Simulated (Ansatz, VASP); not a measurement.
# One calculation of Li2HfN2, two programs

```
CELL_PARAMETERS angstrom
3.36661 0.00000 0.00000
-1.68330 2.91557 0.00000
0.00000 0.00000 5.64054
ATOMIC_POSITIONS crystal
Li 0.66667 0.33333 0.38279
Li 0.33333 0.66667 0.61721
Hf 0.00000 0.00000 0.00000
N 0.66667 0.33333 0.77938
N 0.33333 0.66667 0.22062
```

Change from the starting cell: strain +0.040 along x and y, +0.040 along z, atoms carried along.

Alike in both runs: task single point; functional LDA; k mesh 9 × 9 × 6; occupations gaussian, width 0.05 eV; no spin polarisation.

```csv
,VASP,Ansatz
version,VASP 6.6.1,Ansatz 0.2.0
potentials or method,"VASP PAW LDA potentials, release 64 (Li_sv, Hf_pv, N), cutoff 750 eV","scalar-relativistic, plane waves, PAW"
valence electrons in the cell,26,42
```

|  | VASP | Ansatz | Ansatz less VASP |
| --- | --- | --- | --- |
| gap on the k mesh at the Fermi level (eV) | 1.71 | 1.69 | -0.019 |
| least direct gap on the mesh (eV) | 2.52 | 2.52 | -0.003 |
| pressure (GPa) | -22.2 | -21.4 | +0.81 |
| traceless stress, the component that is largest in VASP (GPa) | 2.61 | 2.54 | -0.068 |
| rms of the force components (eV/Å) | 0.371 | 0.344 | -0.0273 |

LDA's correlation is that of Perdew and Zunger in VASP and of Perdew and Wang (1992) in Ansatz. Atom by atom the forces differ by 0.028 eV/Å (rms over components). VASP's potentials hold 26 valence electrons a cell and Ansatz's 42, so a difference there can come from the potentials and not from the codes.

Neither program's run includes spin-orbit coupling.
